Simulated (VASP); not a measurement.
Crystal: KCl (Sylvite).

```xyz
2
Lattice="0.0000 3.1673 3.1673 3.1673 0.0000 3.1673 3.1673 3.1673 0.0000" Properties=species:S:1:pos:R:3 pbc="T T T"
K     0.0000    0.0000    0.0000
Cl    3.1673    3.1673    3.1673
```

Base run:

```yaml
Program: VASP 6.6.1
Functional: PBE
Potentials_or_basis: VASP PAW PBE potentials, release 64 (K_sv, Cl)
Cutoff: 520 eV
k_mesh: 7 × 7 × 7
Occupations: fermi-dirac, width 0.05 eV
Spin: no spin polarisation
```

Its results: band gap on the k mesh 5.12 eV, direct; pressure 0.4 GPa.

**Question.** The run is repeated on the same cell with these changes: functional from PBE to r2SCAN. What comes out?

**Answer.** Band gap on the k mesh 5.76 eV, direct; pressure -0.4 GPa.

r2SCAN gives the wider gap, since meta-GGAs in the generalised Kohn-Sham scheme recover part of the derivative discontinuity.

Caveats: the PAW data sets were made with another functional, which shifts forces and pressure a little (some runs).

A k mesh can miss the band edges.
